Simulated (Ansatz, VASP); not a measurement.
## Two plane-wave programs on CuO

File INCAR:

```
PREC = Accurate
ENCUT = 520
EDIFF = 1E-7
ISMEAR = -1
SIGMA = 0.05
LREAL = False
LASPH = True
NELM = 150
ALGO = Normal
ISIF = 2
LWAVE = False
LCHARG = False
LMAXMIX = 4
LDAU = True
LDAUTYPE = 2
LDAUL = 2 -1
LDAUU = 4.5 0
LDAUJ = 0 0
LDAUPRINT = 1
GGA = PS
NBANDS = 25
```

File KPOINTS:

```
Automatic mesh
0
Gamma
  9 9 5
```

File POSCAR:

```
CuO
1.0
    3.2880244300      0.0000000000      0.0000000000
   -1.6440122100      2.8475126800      0.0000000000
    0.0000000000      0.0000000000      5.3850248600
Cu O
2 2
Direct
    0.6666666667      0.3333333333      0.0000000000
    0.3333333333      0.6666666667      0.5000000000
    0.6666666667      0.3333333333      0.6252000000
    0.3333333333      0.6666666667      0.1252000000
```

input.yaml

```yaml
crystal:
  lattice:
    - [3.28802443, 0.0, 0.0]
    - [-1.64401221, 2.84751268, 0.0]
    - [0.0, 0.0, 5.38502486]
  atoms:
    - { symbol: Cu, position: [0.6666666667, 0.3333333333, 0.0] }
    - { symbol: Cu, position: [0.3333333333, 0.6666666667, 0.5] }
    - { symbol: O, position: [0.6666666667, 0.3333333333, 0.6252] }
    - { symbol: O, position: [0.3333333333, 0.6666666667, 0.1252] }
hamiltonian:
  xc: pbesol
  pseudopotentials: { kind: paw }
  hubbard: { sites: [{ species: Cu, l: d, u_eff: 4.5 }] }
kpoints:
  mp_grid: { grid: [9, 9, 5] }
  band_path:
    path:
      - [[0.0, 0.0, 0.0], [0.5, 0.0, 0.0], [0.3333333333, 0.3333333333, 0.0], [0.0, 0.0, 0.0], [0.0, 0.0, 0.5], [0.5, 0.0, 0.5], [0.3333333333, 0.3333333333, 0.5], [0.0, 0.0, 0.5]]
      - [[0.5, 0.0, 0.5], [0.5, 0.0, 0.0]]
      - [[0.3333333333, 0.3333333333, 0.0], [0.3333333333, 0.3333333333, 0.5]]
    npoints: 14
scf:
  occupations: { method: fermi_dirac, width: 0.05 }
  n_extra_bands: 10
output:
  forces: true
  stress: true
  eigenvalues: true
  fatbands: false
```

Alike in both runs: functional PBEsol; k mesh 9 × 9 × 5; occupations fermi-dirac, width 0.05 eV; no spin polarisation; Hubbard terms Cu d U = 4.5 eV.

|  | VASP | Ansatz |
| --- | --- | --- |
| version | VASP 6.6.1 | Ansatz 0.2.0 |
| potentials or method | VASP PAW PBE potentials, release 64 (Cu, O) | Ansatz PAW |
| plane-wave cutoff (eV) | 520 | 420 |
| valence electrons in the cell | 34 | 50 |
| task | single point | band structure |

|  | VASP | Ansatz | Ansatz less VASP |
| --- | --- | --- | --- |
| gap on the k mesh at the Fermi level (eV) | none | none | - |
| pressure (GPa) | -16.0 | -12.8 | +3.22 |
| traceless stress, the component that is largest in VASP (GPa) | 1.12 | 1.24 | +0.117 |
| rms of the force components (eV/Å) | 0.020 | 0.038 | +0.0179 |

VASP's potentials were made for PBE, not for PBEsol. The programs project onto different local orbitals, so the same U acts differently, and such runs can settle in different states. Atom by atom the forces differ by 0.018 eV/Å (rms over components). A gap of «none» marks a metal or a gap that the smearing closes. VASP's potentials hold 34 valence electrons a cell and Ansatz's 50, so a difference there can come from the potentials and not from the codes.
